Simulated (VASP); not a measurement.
AlP: single point with PBE

AlP:

```xyz
2
Lattice="0.0000 2.7842 2.7842 2.7842 0.0000 2.7842 2.7842 2.7842 0.0000" Properties=species:S:1:pos:R:3 pbc="T T T"
Al    0.0000    0.0000    0.0000
P     1.3921    1.3921    1.3921
```

This cell differs from its parent crystal: volume changed by +5%.

* Program: VASP 6.6.1
* Task: single point
* Functional: PBE
* Potentials or basis: VASP PAW PBE potentials, release 64 (Al, P)
* Cutoff: 500 eV
* k mesh: 6 × 6 × 6
* Occupations: gaussian, width 0.01 eV
* Spin: no spin polarisation

```
Pressure               : -2.6 GPa
Band gap on the k mesh : 1.69 eV, indirect (least direct gap 2.81 eV)
```

Levels at points of the mesh, in eV from the valence-band top:
| k point | band 1 | band 2 | band 3 | band 4 | band 5 | band 6 | band 7 | band 8 |
| --- | --- | --- | --- | --- | --- | --- | --- | --- |
| (0.00, 0.00, 0.00) | -11.18 | 0.00 | 0.00 | 0.00 | 2.81 | 4.47 | 4.47 | 4.47 |
| (0.50, 0.00, 0.00) | -9.64 | -5.28 | -0.73 | -0.73 | 2.59 | 4.80 | 4.80 | 8.10 |
| (0.50, 0.50, 0.00) | -9.03 | -5.12 | -1.98 | -1.98 | 1.69 | 2.48 | 10.57 | 10.57 |

It used 11 s of CPU time on 1 thread of AMD EPYC 7R13 Processor (Zen 3) (shared host).

 A k mesh can miss the band edges.
